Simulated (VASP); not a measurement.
# Ti3Al5 (P4/mmm) in VASP: further runs

The runs below take Ti3Al5 through single point, with PBEsol.

Program: VASP 6.6.1. These are calculated values, not measurements. Logs are shortened: lines on timing, memory, paths and dates and some standing lists are left out, and cuts for length are marked.

## (1) The cell of the first run

Symmetry: P4/mmm, No. 123, tetragonal system. Conventional cell: a = 3.980 Å, b = 3.980 Å, c = 7.882 Å, α = 90.00°, β = 90.00°, γ = 90.00°. Within 3.7 Å of Ti (site symmetry 4/mmm) lie 8 Al at 2.79 Å and 4 Ti at 2.81 Å. Within 3.7 Å of Ti (site symmetry 4/mmm) lie 12 Al at 2.81 Å. Ti (site symmetry 4/mmm) has 8 Al at 2.79 Å and 4 Ti at 2.81 Å within 3.7 Å. Al (site symmetry 2mm) has 6 Ti at 2.79 to 2.81 Å and 6 Al at 2.81 Å within 3.7 Å. Al (site symmetry 4/mmm) has 8 Al at 2.81 Å and 4 Ti at 2.81 Å within 3.7 Å.

## (2) Single point, PBEsol (strain +0.025 along x and y, -0.050 along z)

INCAR

```
SYSTEM = Ti3Al5
PREC = Accurate ; ENCUT = 520
EDIFF = 1E-7 ; ISMEAR = 0
SIGMA = 0.15 ; LREAL = .FALSE.
LASPH = .TRUE. ; NELM = 80
ALGO = Fast ; ISIF = 2
LWAVE = .FALSE. ; LCHARG = .FALSE.
GGA = PS ; NBANDS = 36
```

KPOINTS

```
regular mesh
0
G
  10 10 6
  0 0 0
```

POSCAR

```
Ti3Al5
1.0
    3.9803774980      0.0000000000      0.0000000000
    0.0000000000      3.9803774980      0.0000000000
    0.0000000000      0.0000000000      7.8820407068
Ti Al
3 5
Direct
    0.0000000000      0.0000000000      0.5000000000
    0.5000000000      0.5000000000      0.0000000000
    0.5000000000      0.5000000000      0.5000000000
    0.0000000000      0.5000000000      0.2523516174
    0.0000000000      0.5000000000      0.7476483826
    0.5000000000      0.0000000000      0.2523516174
    0.5000000000      0.0000000000      0.7476483826
    0.0000000000      0.0000000000      0.0000000000
```

Potentials or basis: VASP PAW PBE potentials, release 64 (Ti_sv, Al).

Launch:

```console
$ cat potpaw_PBE.64/Ti_sv/POTCAR potpaw_PBE.64/Al/POTCAR > POTCAR
$ mpirun -np 1 vasp_std > vasp.out
```

OUTCAR:

```text
SYSTEM = Ti3Al5
   PREC = Accurate
   ENCUT = 520
   EDIFF = 1E-7
   ISMEAR = 0
   LREAL = .FALSE.
   LASPH = .TRUE.
   NELM = 80
   ISIF = 2
   GGA = PS

 ion  position               nearest neighbor table
   1  0.000  0.000  0.500-   4 2.79   5 2.79   6 2.79   7 2.79   4 2.79   5 2.79   6 2.79   7 2.79
                             3 2.81   3 2.81   3 2.81   3 2.81
   2  0.500  0.500  0.000-   4 2.81   5 2.81   6 2.81   7 2.81   6 2.81   7 2.81   4 2.81   5 2.81
                             8 2.81   8 2.81   8 2.81   8 2.81
   3  0.500  0.500  0.500-   4 2.79   5 2.79   6 2.79   7 2.79   6 2.79   7 2.79   4 2.79   5 2.79
                             1 2.81   1 2.81   1 2.81   1 2.81
   4  0.000  0.500  0.252-   1 2.79   3 2.79   1 2.79   3 2.79   2 2.81   8 2.81   2 2.81   8 2.81
                             6 2.81   6 2.81   6 2.81   6 2.81
   5  0.000  0.500  0.748-   1 2.79   3 2.79   1 2.79   3 2.79   2 2.81   8 2.81   2 2.81   8 2.81
                             7 2.81   7 2.81   7 2.81   7 2.81
   6  0.500  0.000  0.252-   1 2.79   3 2.79   3 2.79   1 2.79   2 2.81   2 2.81   8 2.81   8 2.81
                             4 2.81   4 2.81   4 2.81   4 2.81
   7  0.500  0.000  0.748-   1 2.79   3 2.79   3 2.79   1 2.79   2 2.81   2 2.81   8 2.81   8 2.81
                             5 2.81   5 2.81   5 2.81   5 2.81
   8  0.000  0.000  0.000-   4 2.81   5 2.81   6 2.81   7 2.81   4 2.81   5 2.81   6 2.81   7 2.81
                             2 2.81   2 2.81   2 2.81   2 2.81

  LATTYP: Found a simple tetragonal cell.
 ALAT       =     3.9803774980
 C/A-ratio  =     1.9802244161

  Lattice vectors:

 A1 = (   3.9803774980,   0.0000000000,   0.0000000000)
 A2 = (   0.0000000000,   3.9803774980,   0.0000000000)
 A3 = (   0.0000000000,   0.0000000000,   7.8820407068)

Analysis of symmetry for initial positions (statically):
=====================================================================
 Subroutine PRICEL returns:
 Original cell was already a primitive cell.

 Routine SETGRP: Setting up the symmetry group for a
 simple tetragonal supercell.

 Subroutine GETGRP returns: Found 16 space group operations
 (whereof 16 operations were pure point group operations)
 out of a pool of 16 trial point group operations.

The static configuration has the point symmetry D_4h.

Analysis of symmetry for dynamics (positions and initial velocities):
=====================================================================
 Subroutine PRICEL returns:
 Original cell was already a primitive cell.

 Routine SETGRP: Setting up the symmetry group for a
 simple tetragonal supercell.

 Subroutine GETGRP returns: Found 16 space group operations
 (whereof 16 operations were pure point group operations)
 out of a pool of 16 trial point group operations.

The dynamic configuration has the point symmetry D_4h.

 Subroutine INISYM returns: Found 16 space group operations
 (whereof 16 operations are pure point group operations),
 and found     1 'primitive' translations

----------------------------------------------------------------------------------------

                                     Primitive cell

  volume of cell :     124.8784

  direct lattice vectors                    reciprocal lattice vectors
     3.980377498  0.000000000  0.000000000     0.251232452  0.000000000  0.000000000
     0.000000000  3.980377498  0.000000000     0.000000000  0.251232452  0.000000000
     0.000000000  0.000000000  7.882040707     0.000000000  0.000000000  0.126870697

  length of vectors
     3.980377498  3.980377498  7.882040707     0.251232452  0.251232452  0.126870697

  position of ions in fractional coordinates (direct lattice)
     0.000000000  0.000000000  0.500000000
     0.500000000  0.500000000  0.000000000
     0.500000000  0.500000000  0.500000000
     0.000000000  0.500000000  0.252351617
     0.000000000  0.500000000  0.747648383
     0.500000000  0.000000000  0.252351617
     0.500000000  0.000000000  0.747648383
     0.000000000  0.000000000  0.000000000

  ion indices of the primitive-cell ions
   primitive index   ion index
                 1           1
                 2           2
                 3           3
                 4           4
                 5           5
                 6           6
                 7           7
                 8           8

----------------------------------------------------------------------------------------

 KPOINTS: regular mesh

Automatic generation of k-mesh.
 Grid dimensions read from file:
 generate k-points for:   10   10    6

 Generating k-lattice:

  Cartesian coordinates                     Fractional coordinates (reciprocal lattice)
     0.025123245  0.000000000  0.000000000     0.100000000  0.000000000  0.000000000
     0.000000000  0.025123245  0.000000000     0.000000000  0.100000000  0.000000000
     0.000000000  0.000000000  0.021145116     0.000000000  0.000000000  0.166666667

  Length of vectors
     0.025123245  0.025123245  0.021145116

  Shift w.r.t. Gamma in fractional coordinates (k-lattice)
     0.000000000  0.000000000  0.000000000

 Subroutine IBZKPT returns following result:
 ===========================================

 Found     84 irreducible k-points:

 Following reciprocal coordinates:
            Coordinates               Weight
  0.000000  0.000000  0.000000      1.000000
  0.100000  0.000000  0.000000      4.000000
  0.200000  0.000000  0.000000      4.000000
  0.300000  0.000000  0.000000      4.000000
  0.400000  0.000000  0.000000      4.000000
  0.500000  0.000000  0.000000      2.000000
[... 16 lines left out ...]
  0.100000  0.000000  0.166667      8.000000
  0.200000  0.000000  0.166667      8.000000
 [... further k-points ...]
   k-points           NKPTS =     84   k-points in BZ     NKDIM =     84   number of bands    NBANDS=     36
   number of dos      NEDOS =    301   number of ions     NIONS =      8
   total plane-waves  NPLWV =  54000
   dimension x,y,z NGX =    30 NGY =   30 NGZ =   60
   dimension x,y,z NGXF=    60 NGYF=   60 NGZF=  120
   ions per type =               3   5
   NGX,Y,Z   is equivalent  to a cutoff of  12.53, 12.53, 12.66 a.u.
   NGXF,Y,Z  is equivalent  to a cutoff of  25.06, 25.06, 25.31 a.u.
 SYSTEM =  Ti3Al5
   PREC   = accura    normal or accurate (medium, high low for compatibility)
   ISTART =      0    job   : 0-new  1-cont  2-samecut
   ICHARG =      2    charge: 1-file 2-atom 10-const
   ISPIN  =      1    spin polarized calculation?
   LNONCOLLINEAR =      F non collinear calculations
   LSORBIT =      F    spin-orbit coupling
   LASPH  =      T    aspherical Exc in radial PAW
   ENCUT  =  520.0 eV  38.22 Ry    6.18 a.u.   7.40  7.40 14.66*2*pi/ulx,y,z
   NELM   =     80;   NELMIN=  2; NELMDL= -5     # of ELM steps
   EDIFF  = 0.1E-06   stopping-criterion for ELM
   LREAL  =      F    real-space projection
   EDIFFG = 0.1E-05   stopping-criterion for IOM
   NSW    =      0    number of steps for IOM
   IBRION =     -1    ionic relax: 0-MD 1-quasi-New 2-CG
   NFREE  =      0    steps in history (QN), initial steepest desc. (CG)
   ISIF   =      2    stress and relaxation
   ISYM   =      2    0-nonsym 1-usesym 2-fastsym
   POTIM  = 0.5000    time-step for ionic-motion
   TEBEG  =    0.0;   TEEND  =   0.0 temperature during run
   PSTRESS=    0.0 pullay stress
   NELECT =      51.0000    total number of electrons
   NUPDOWN=      -1.0000    fix difference up-down
   EMIN   =  10.00;   EMAX   =-10.00  energy-range for DOS
   EFERMI =   0.00;   METHOD = LEGACY
   ISMEAR =     0;   SIGMA  =   0.15  broadening in eV -4-tet -1-fermi 0-gaus
   EFERMI_NEDOS =   21; number of points for ismear=-14 and -15
   IALGO  =     68    algorithm
   IMIX   =      4    mixing-type and parameters
     AMIX     =   0.40;   BMIX     =  1.00
     AMIX_MAG =   1.60;   BMIX_MAG =  1.00
  volume/ion in A,a.u.               =      15.61       105.34
  Fermi-wavevector in a.u.,A,eV,Ry     =   1.214607  2.295275 20.072273  1.475270
  Thomas-Fermi vector in A             =   2.350021
   LORBIT       =      0    0 simple, 1 ext, 2 COOP (PROOUT), +10 PAW based schemes
   GGA     = PS    functional components
   LHFCALC =     F    Hartree Fock is set to
   AEXX    =    0.0000 exact exchange contribution
   IVDW    =     0    specifies the selected vdW correction
   LEPSILON=     F    determine dielectric tensor
   LRPA    =     F    only Hartree local field effects (RPA)
 non-spin polarized calculation
 RMM-DIIS sequential band-by-band and
 Gauss-broadening in eV      SIGMA  =   0.15
  energy-cutoff  :      520.00
  volume of cell :      124.88
 maximum number of plane-waves:      3413
 NGX is ok and might be reduce to    30
   NGX = 15   NGY = 15   NGZ = 29

 number of electron      50.9999993 magnetization

 Free energy of the ion-electron system (eV)
  ---------------------------------------------------
  ext. energy  EPLUGINS =         0.00000000
  ---------------------------------------------------
  free energy    TOTEN  =       -48.55938572 eV

  energy without entropy =      -48.47940146  energy(sigma->0) =      -48.51939359

 E-fermi :   8.6165     XC(G=0): -11.0938

 val. band max:        8.6162368862   @ k =   0.5000   0.3000   0.0000
 cond. band min:       8.6191764617   @ k =   0.5000   0.3000   0.1667
 fundamental gap:      0.0029395754
 Fermi energy:         8.6165089617

 k-point     1 :       0.0000    0.0000    0.0000
  band No.  band energies     occupation
      1     -47.8796      2.00000
      2     -47.7222      2.00000
      3     -47.4725      2.00000
      4     -24.2911      2.00000
      5     -24.2911      2.00000
      6     -24.2595      2.00000
[... 28 lines left out ...]
     35      11.0793      0.00000
     36      12.1276      0.00000

 k-point     2 :       0.1000    0.0000    0.0000
  band No.  band energies     occupation
      1     -47.8795      2.00000
      2     -47.7208      2.00000
      3     -47.4739      2.00000
      4     -24.2929      2.00000
      5     -24.2910      2.00000
      6     -24.2592      2.00000
[... 850 lines left out ...]
 k-point    24 :       0.2000    0.0000    0.1667
  band No.  band energies     occupation
      1     -47.8794      2.00000
      2     -47.7168      2.00000
      3     -47.4777      2.00000
      4     -24.2974      2.00000
      5     -24.2907      2.00000
      6     -24.2576      2.00000
[... 28 lines left out ...]
     35      11.5347      0.00000
     36      11.5705      0.00000

 [... further k-points ...]

------------------------ aborting loop because EDIFF is reached ----------------------------------------

  FORCE on cell =-STRESS in cart. coord.  units (eV):
  Direction    XX          YY          ZZ          XY          YZ          ZX
  --------------------------------------------------------------------------------------
  -------------------------------------------------------------------------------------
  Total       -1.7697794     -1.7697794      4.6017570      0.0000000     -0.0000000      0.0000000
  in kB      -22.7060982    -22.7060982     59.0400970      0.0000000     -0.0000000      0.0000000
  external PRESSURE =       4.5426335 kB  Pullay stress =       0.0000000 kB

 VOLUME and BASIS-vectors are now :
 -----------------------------------------------------------------------------
  energy-cutoff  :      520.00
  volume of cell :      124.88
      direct lattice vectors                 reciprocal lattice vectors
     3.980377498  0.000000000  0.000000000     0.251232452  0.000000000  0.000000000
     0.000000000  3.980377498  0.000000000     0.000000000  0.251232452  0.000000000
     0.000000000  0.000000000  7.882040707     0.000000000  0.000000000  0.126870697

 POSITION                                       TOTAL-FORCE (eV/Angst)
 -----------------------------------------------------------------------------------
      0.00000      0.00000      3.94102        -0.000000      0.000000      0.000000
      1.99019      1.99019      0.00000        -0.000000      0.000000      0.000000
      1.99019      1.99019      3.94102        -0.000000      0.000000      0.000000
      0.00000      1.99019      1.98905        -0.000000      0.000000      0.047065
      0.00000      1.99019      5.89299        -0.000000      0.000000     -0.047065
      1.99019      0.00000      1.98905         0.000000      0.000000      0.047065
      1.99019      0.00000      5.89299         0.000000     -0.000000     -0.047065
      0.00000      0.00000      0.00000        -0.000000      0.000000      0.000000
 -----------------------------------------------------------------------------------
    total drift:                                0.000000      0.000000      0.000000

  FREE ENERGIE OF THE ION-ELECTRON SYSTEM (eV)
  ---------------------------------------------------
  free  energy   TOTEN  =       -48.5593857209 eV

  energy  without entropy=      -48.4794014581  energy(sigma->0) =      -48.51939359
```

It took 9.8 min on 1 thread of Intel Xeon 6975P-C (Granite Rapids), shared host; peak memory 0.43 GiB.

Results:

```
Free energy            : -48.5594 eV
Pressure               : 0.5 GPa
Largest force          : 0.047 eV/Å
Band gap on the k mesh : zero (an odd number of electrons rules out a gap without spin polarisation)
```

Forces on the atoms (eV/Å):
```
Ti   0.000  0.000  0.000
Ti   0.000  0.000  0.000
Ti   0.000  0.000  0.000
Al   0.000  0.000  0.047
Al   0.000  0.000 -0.047
Al   0.000  0.000  0.047
Al   0.000  0.000 -0.047
Al   0.000  0.000  0.000
```

Caveat: the cell differs from its parent crystal (strain +0.025 along x and y, -0.050 along z); the stress differs along the axes, from -2 to 6 GPa; the PAW data sets were made with another functional, which shifts forces and pressure a little.

## (3) Single point, PBEsol (strain +0.000 along x and y, +0.025 along z)

INCAR

```
SYSTEM = Ti3Al5
  PREC = Accurate
  ENCUT = 520
  EDIFF = 1E-6
  ISMEAR = 0
  SIGMA = 0.15
  LREAL = .False.
  LASPH = .True.
  NELM = 60
  ALGO = Fast
  ISIF = 2
  LWAVE = .False.
  LCHARG = .True.
  GGA = PS
  LELF = .True.
  LVHAR = .True.
  NBANDS = 36
```

KPOINTS

```
regular mesh
0
Gamma
  10 10 6
  0 0 0
```

POSCAR, as its differences from that of step 2:

```diff
@@ -2,5 +2,5 @@
 1.0
-    3.9803774980      0.0000000000      0.0000000000
-    0.0000000000      3.9803774980      0.0000000000
-    0.0000000000      0.0000000000      7.8820407068
+    3.8832951200      0.0000000000      0.0000000000
+    0.0000000000      3.8832951200      0.0000000000
+    0.0000000000      0.0000000000      8.5043070784
 Ti Al
```

Potentials or basis: VASP PAW PBE potentials, release 64 (Ti_sv, Al).

Launch:

```console
$ cat potpaw_PBE.64/Ti_sv/POTCAR potpaw_PBE.64/Al/POTCAR > POTCAR
$ mpirun -np 1 vasp_std > vasp.out
```

Run time: 7.8 min. Hardware: 1 thread of Intel Xeon 6975P-C (Granite Rapids), shared host; peak memory 0.44 GiB.

Results (log left out):

```
Free energy            : -48.6839 eV
Pressure               : -2.6 GPa
Largest force          : 0.022 eV/Å
Band gap on the k mesh : zero (an odd number of electrons rules out a gap without spin polarisation)
```

Forces in eV/Å, atoms in the order of the input:
```
Ti   0.000  0.000  0.000
Ti   0.000  0.000  0.000
Ti   0.000  0.000  0.000
Al   0.000  0.000  0.022
Al   0.000  0.000 -0.022
Al   0.000  0.000  0.022
Al   0.000  0.000 -0.022
Al   0.000  0.000  0.000
```

Stress tensor (GPa, compression positive):
```
-1.38  0.00  0.00
 0.00 -1.38  0.00
 0.00  0.00 -5.08
```

Levels at points of the mesh, in eV from the Fermi level:
```tsv
k point	band 22	band 23	band 24	band 25	band 26	band 27	band 28	band 29
(0.00, 0.00, 0.00)	-0.81	-0.81	-0.81	-0.15	0.19	0.19	0.69	0.87
(0.50, 0.00, 0.00)	-0.57	-0.45	-0.45	0.15	0.36	0.45	0.80	0.89
(0.50, 0.50, 0.00)	-1.90	-1.90	-1.52	-1.52	-0.83	-0.18	0.80	1.44
(0.00, 0.00, 0.50)	-1.06	-0.81	-0.56	-0.18	0.44	0.69	0.69	0.69
(0.50, 0.00, 0.50)	-0.26	-0.20	-0.05	-0.05	0.28	0.45	0.47	0.83
(0.50, 0.50, 0.50)	-2.41	-1.19	-1.06	-1.06	-0.79	-0.50	1.20	1.43
```

Caveat: the cell differs from its parent crystal (strain +0.000 along x and y, +0.025 along z); the PAW data sets were made with another functional, which shifts forces and pressure a little.

[end of part 1 of 2]
